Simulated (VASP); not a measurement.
# H2CS2 in VASP: single point with PBE+D3(BJ)

Aim: the single point of H2CS2 with PBE+D3(BJ).

Program: VASP 6.6.1. These are calculated values, not measurements. Logs are shortened: lines on timing, memory, paths and dates and some standing lists are left out, and cuts for length are marked.

## 1. The cell of the first run

The cell holds a disordered packing, 30 atoms: a = 9.205 Å, b = 9.205 Å, c = 9.205 Å, α = 90.00°, β = 90.00°, γ = 90.00°.

## 2. Single point, PBE+D3(BJ)

Input file INCAR:

```
ALGO = Normal
EDIFF = 1E-6
ENCUT = 1000
GGA = PE
GGA_COMPAT = F
ISIF = 2
ISMEAR = -1
IVDW = 12
LASPH = T
LCHARG = T
LELF = T
LREAL = Auto
LVHAR = T
LWAVE = F
NBANDS = 75
NELM = 120
PREC = Accurate
SIGMA = 0.05
```

Input file KPOINTS:

```
k-points
0
Gamma
  1 1 1
```

Input file POSCAR:

```
H2CS2
1.0
    9.2051640000      0.0000000000      0.0000000000
    0.0000000000      9.2051640000      0.0000000000
    0.0000000000      0.0000000000      9.2051640000
H S C
12 12 6
Direct
    0.7605296331      0.7841902654      0.4564394507
    0.7838534979      0.8644712902      0.4753853381
    0.3647517850      0.6068115679      0.5371767412
    0.4157774919      0.5623256685      0.4919955799
    0.7077766349      0.6114828590      0.7455271845
    0.7086674393      0.5796203088      0.6716556055
    0.2545201802     -0.0322644985      0.6428674166
    0.2802774617      0.0256377833      0.6949142894
    0.5804893862      0.9380930095      0.7562494270
    0.6141878624      0.8658835410      0.7613443932
    0.8691860351      0.2240481538      0.7579441279
    0.7886116967      0.2019409975      0.7845053059
    1.1257594107      0.5522552341      0.3080879385
    0.8949433166      0.4420996736      0.0800746190
    0.3627094531      0.7339141378     -0.0432257372
    0.4270646346      0.8232552945      0.2744220527
    0.1994749903      0.1626261086      0.3674024710
    0.2282305888      0.1668954513      0.0289511409
    0.0120149951      0.7733702517      0.7919033273
    0.0763484496      0.4550923808      0.7029749823
    0.6888959284      0.3118466982      0.4668466526
    0.5152651273      0.4319206046      0.1970741640
    0.9301083609      0.8512613138      0.1753798194
    0.7038006058      1.0861946620      0.0859734818
    1.0107804706      0.4964604650      0.1944995222
    0.3854358271      0.7821805239      0.1183466150
    0.2165197709      0.1602795996      0.1987036841
    0.0402382836      0.6150026224      0.7403018567
    0.6066920698      0.3646648772      0.3263494273
    0.8173781586      0.9675438699      0.1304811082
```

Potentials or basis: VASP PAW PBE potentials, release 64 (H_h, S, C_h).

Run with:

```sh
$ cat potpaw_PBE.64/H_h/POTCAR potpaw_PBE.64/S/POTCAR potpaw_PBE.64/C_h/POTCAR > POTCAR
$ mpirun -np 1 vasp_gam > vasp.out
```

OUTCAR:

```text
EDIFF = 1E-6
   ENCUT = 1000
   GGA = PE
   ISIF = 2
   ISMEAR = -1
   IVDW = 12
   LASPH = T
   LREAL = Auto
   NELM = 120
   PREC = Accurate
 IVDW          = 12

 ion  position               nearest neighbor table
   1  0.761  0.784  0.456-   2 0.79
   2  0.784  0.864  0.475-   1 0.79
   3  0.365  0.607  0.537-   4 0.75
   4  0.416  0.562  0.492-   3 0.75
   5  0.708  0.611  0.746-   6 0.74
   6  0.709  0.580  0.672-   5 0.74
[... 16 lines left out ...]
  23  0.930  0.851  0.175-  30 1.55
  24  0.704  0.086  0.086-  30 1.57
  25  0.011  0.496  0.194-  13 1.57  14 1.58
  26  0.385  0.782  0.118-  16 1.53  15 1.57
  27  0.217  0.160  0.199-  17 1.56  18 1.57
  28  0.040  0.615  0.740-  20 1.55  19 1.56
  29  0.607  0.365  0.326-  21 1.58  22 1.58
  30  0.817  0.968  0.130-  23 1.55  24 1.57

  LATTYP: Found a simple cubic cell.
 ALAT       =     9.2051640000

  Lattice vectors:

 A1 = (   9.2051640000,   0.0000000000,   0.0000000000)
 A2 = (   0.0000000000,   9.2051640000,   0.0000000000)
 A3 = (   0.0000000000,   0.0000000000,   9.2051640000)

Analysis of symmetry for initial positions (statically):
=====================================================================
 Subroutine PRICEL returns:
 Original cell was already a primitive cell.

 Routine SETGRP: Setting up the symmetry group for a
 simple cubic supercell.

 Subroutine GETGRP returns: Found  1 space group operations
 (whereof  1 operations were pure point group operations)
 out of a pool of 48 trial point group operations.

The static configuration has the point symmetry C_1 .

Analysis of symmetry for dynamics (positions and initial velocities):
=====================================================================
 Subroutine PRICEL returns:
 Original cell was already a primitive cell.

 Routine SETGRP: Setting up the symmetry group for a
 simple cubic supercell.

 Subroutine GETGRP returns: Found  1 space group operations
 (whereof  1 operations were pure point group operations)
 out of a pool of 48 trial point group operations.

The dynamic configuration has the point symmetry C_1 .

 Subroutine INISYM returns: Found  1 space group operations
 (whereof  1 operations are pure point group operations),
 and found     1 'primitive' translations

----------------------------------------------------------------------------------------

                                     Primitive cell

  volume of cell :     780.0000

  direct lattice vectors                    reciprocal lattice vectors
     9.205164000  0.000000000  0.000000000     0.108634675  0.000000000  0.000000000
     0.000000000  9.205164000  0.000000000     0.000000000  0.108634675  0.000000000
     0.000000000  0.000000000  9.205164000     0.000000000  0.000000000  0.108634675

  length of vectors
     9.205164000  9.205164000  9.205164000     0.108634675  0.108634675  0.108634675

  position of ions in fractional coordinates (direct lattice)
     0.760529633  0.784190265  0.456439451
     0.783853498  0.864471290  0.475385338
     0.364751785  0.606811568  0.537176741
     0.415777492  0.562325669  0.491995580
     0.707776635  0.611482859  0.745527184
     0.708667439  0.579620309  0.671655605
[... 22 lines left out ...]
     0.606692070  0.364664877  0.326349427
     0.817378159  0.967543870  0.130481108

  ion indices of the primitive-cell ions
   primitive index   ion index
                 1           1
                 2           2
                 3           3
                 4           4
                 5           5
                 6           6
[... 22 lines left out ...]
                29          29
                30          30

----------------------------------------------------------------------------------------

 KPOINTS: k-points

Automatic generation of k-mesh.
 Grid dimensions read from file:
 generate k-points for:    1    1    1

 Generating k-lattice:

  Cartesian coordinates                     Fractional coordinates (reciprocal lattice)
     0.108634675  0.000000000  0.000000000     1.000000000  0.000000000  0.000000000
     0.000000000  0.108634675  0.000000000     0.000000000  1.000000000  0.000000000
     0.000000000  0.000000000  0.108634675     0.000000000  0.000000000  1.000000000

  Length of vectors
     0.108634675  0.108634675  0.108634675

  Shift w.r.t. Gamma in fractional coordinates (k-lattice)
     0.000000000  0.000000000  0.000000000

 Subroutine IBZKPT returns following result:
 ===========================================

 Found      1 irreducible k-points:

 Following reciprocal coordinates:
            Coordinates               Weight
  0.000000  0.000000  0.000000      1.000000
   k-points           NKPTS =      1   k-points in BZ     NKDIM =      1   number of bands    NBANDS=     75
   number of dos      NEDOS =    301   number of ions     NIONS =     30
   total plane-waves  NPLWV = 884736
   dimension x,y,z NGX =    96 NGY =   96 NGZ =   96
   dimension x,y,z NGXF=   192 NGYF=  192 NGZF=  192
   ions per type =              12  12   6
   NGX,Y,Z   is equivalent  to a cutoff of  17.34, 17.34, 17.34 a.u.
   NGXF,Y,Z  is equivalent  to a cutoff of  34.68, 34.68, 34.68 a.u.
 SYSTEM =  unknown system
   PREC   = accura    normal or accurate (medium, high low for compatibility)
   ISTART =      0    job   : 0-new  1-cont  2-samecut
   ICHARG =      2    charge: 1-file 2-atom 10-const
   ISPIN  =      1    spin polarized calculation?
   LNONCOLLINEAR =      F non collinear calculations
   LSORBIT =      F    spin-orbit coupling
   LASPH  =      T    aspherical Exc in radial PAW
   ENCUT  = 1000.0 eV  73.50 Ry    8.57 a.u.  23.73 23.73 23.73*2*pi/ulx,y,z
   NELM   =    120;   NELMIN=  2; NELMDL= -5     # of ELM steps
   EDIFF  = 0.1E-05   stopping-criterion for ELM
   LREAL  =      T    real-space projection
   EDIFFG = 0.1E-04   stopping-criterion for IOM
   NSW    =      0    number of steps for IOM
   IBRION =     -1    ionic relax: 0-MD 1-quasi-New 2-CG
   NFREE  =      0    steps in history (QN), initial steepest desc. (CG)
   ISIF   =      2    stress and relaxation
   ISYM   =      2    0-nonsym 1-usesym 2-fastsym
   POTIM  = 0.5000    time-step for ionic-motion
   TEBEG  =    0.0;   TEEND  =   0.0 temperature during run
   PSTRESS=    0.0 pullay stress
   NELECT =     108.0000    total number of electrons
   NUPDOWN=      -1.0000    fix difference up-down
   EMIN   =  10.00;   EMAX   =-10.00  energy-range for DOS
   EFERMI =   0.00;   METHOD = LEGACY
   ISMEAR =    -1;   SIGMA  =   0.05  broadening in eV -4-tet -1-fermi 0-gaus
   EFERMI_NEDOS =   21; number of points for ismear=-14 and -15
   IALGO  =     38    algorithm
   IMIX   =      4    mixing-type and parameters
     AMIX     =   0.40;   BMIX     =  1.00
     AMIX_MAG =   1.60;   BMIX_MAG =  1.00
  volume/ion in A,a.u.               =      26.00       175.46
  Fermi-wavevector in a.u.,A,eV,Ry     =   0.846937  1.600479  9.759495  0.717303
  Thomas-Fermi vector in A             =   1.962364
   LORBIT       =      0    0 simple, 1 ext, 2 COOP (PROOUT), +10 PAW based schemes
   GGA     = PE    functional components
   LHFCALC =     F    Hartree Fock is set to
   AEXX    =    0.0000 exact exchange contribution
   IVDW    =    12    specifies the selected vdW correction
   LEPSILON=     F    determine dielectric tensor
   LRPA    =     F    only Hartree local field effects (RPA)
 non-spin polarized calculation
  energy-cutoff  :     1000.00
  volume of cell :      780.00
 maximum number of plane-waves:     28010
 NGX is ok and might be reduce to    96
   NGX = 47   NGY = 47   NGZ = 47

 number of electron     108.0000000 magnetization

 Free energy of the ion-electron system (eV)
  ---------------------------------------------------
  ext. energy  EPLUGINS =         0.00000000
  ---------------------------------------------------
  free energy    TOTEN  =      -140.30106365 eV

  energy without entropy =     -140.30106365  energy(sigma->0) =     -140.30106365

 E-fermi :  -1.2385     XC(G=0):  -6.0358

 val. band max:       -2.4990188390   @ k =   0.0000   0.0000   0.0000
 cond. band min:       0.7924377459   @ k =   0.0000   0.0000   0.0000
 fundamental gap:      3.2914565849
 Fermi energy:        -1.2385202778

 k-point     1 :       0.0000    0.0000    0.0000
  band No.  band energies     occupation
      1     -17.5050      2.00000
      2     -17.4393      2.00000
      3     -17.3565      2.00000
      4     -17.2912      2.00000
      5     -17.2569      2.00000
      6     -17.1444      2.00000
[... 58 lines left out ...]
     65       1.3714      0.00000
     66       1.4432      0.00000
 [bands above 66 left out]

------------------------ aborting loop because EDIFF is reached ----------------------------------------

 Edisp (eV)   -2.30558

 E8    (eV) :    -0.7338

  FORCE on cell =-STRESS in cart. coord.  units (eV):
  Direction    XX          YY          ZZ          XY          YZ          ZX
  --------------------------------------------------------------------------------------
  -------------------------------------------------------------------------------------
  Total      -4.02660    -0.92809    -4.74672    -0.65371     0.29246    -2.34807
  in kB      -8.27094    -1.90636    -9.75012    -1.34278     0.60074    -4.82311
  external pressure =       -6.64 kB  Pullay stress =        0.00 kB

 VOLUME and BASIS-vectors are now :
 -----------------------------------------------------------------------------
  energy-cutoff  :     1000.00
  volume of cell :      780.00
      direct lattice vectors                 reciprocal lattice vectors
     9.205164000  0.000000000  0.000000000     0.108634675  0.000000000  0.000000000
     0.000000000  9.205164000  0.000000000     0.000000000  0.108634675  0.000000000
     0.000000000  0.000000000  9.205164000     0.000000000  0.000000000  0.108634675

 POSITION                                       TOTAL-FORCE (eV/Angst)
 -----------------------------------------------------------------------------------
      7.00080      7.21860      4.20160         0.278010      1.031994      0.288490
      7.21550      7.95760      4.37600        -0.330368     -1.041725     -0.194245
      3.35760      5.58580      4.94480        -0.028044      0.013310      0.104138
      3.82730      5.17630      4.52890         0.044470     -0.040090     -0.002907
      6.51520      5.62880      6.86270        -0.024481      0.134683      0.346248
      6.52340      5.33550      6.18270        -0.030287     -0.166959     -0.322925
[... 22 lines left out ...]
      5.58470      3.35680      3.00410        -0.433322      0.540270      0.103044
      7.52410      8.90640      1.20110        -0.443044      0.538898     -0.210457
 -----------------------------------------------------------------------------------
    total drift:                                0.004428     -0.021905     -0.010946

  FREE ENERGIE OF THE ION-ELECTRON SYSTEM (eV)
  ---------------------------------------------------
  free  energy   TOTEN  =      -142.6066404290 eV

  energy  without entropy=     -142.6066404289  energy(sigma->0) =     -142.60664043
```

Wall time 4.5 min (1 thread of Intel Xeon 6975P-C (Granite Rapids), shared host); peak memory 1.5 GiB.

Results:

| Quantity | Value |
| --- | --- |
| Free energy | -142.6066 eV |
| Pressure | -0.7 GPa |
| Largest force | 1.468 eV/Å |
| Dispersion energy per atom | -0.077 eV |

Forces in eV/Å, atoms in the order of the input:
```
H    0.278  1.032  0.288
H   -0.330 -1.042 -0.194
H   -0.028  0.013  0.104
H    0.044 -0.040 -0.003
H   -0.024  0.135  0.346
H   -0.030 -0.167 -0.323
H    0.025  0.096  0.058
H   -0.006 -0.057 -0.036
H   -0.217  0.513 -0.049
H    0.250 -0.471  0.005
H   -1.331 -0.342  0.430
H    1.324  0.308 -0.423
S   -0.564 -0.384 -0.599
S    0.834  0.331  0.790
S   -0.190  0.132  0.441
S    0.019  0.400  0.943
S    0.097 -0.133 -0.362
S    0.024 -0.122  0.590
S   -0.095 -0.030 -0.212
S    0.022 -0.448 -0.293
S   -0.332  0.135 -0.918
S    0.713 -0.623  0.778
S    0.211 -0.164 -0.042
S    0.277 -0.328  0.140
C   -0.253 -0.035 -0.215
C    0.223 -0.471 -1.373
C   -0.143  0.200 -0.233
C    0.081  0.482  0.468
C   -0.433  0.540  0.103
C   -0.443  0.539 -0.210
```

Stress tensor (GPa, compression positive):
```
-0.83 -0.13 -0.48
-0.13 -0.19  0.06
-0.48  0.06 -0.98
```

Caveat: the k points lie up to 0.68 Å⁻¹ apart.
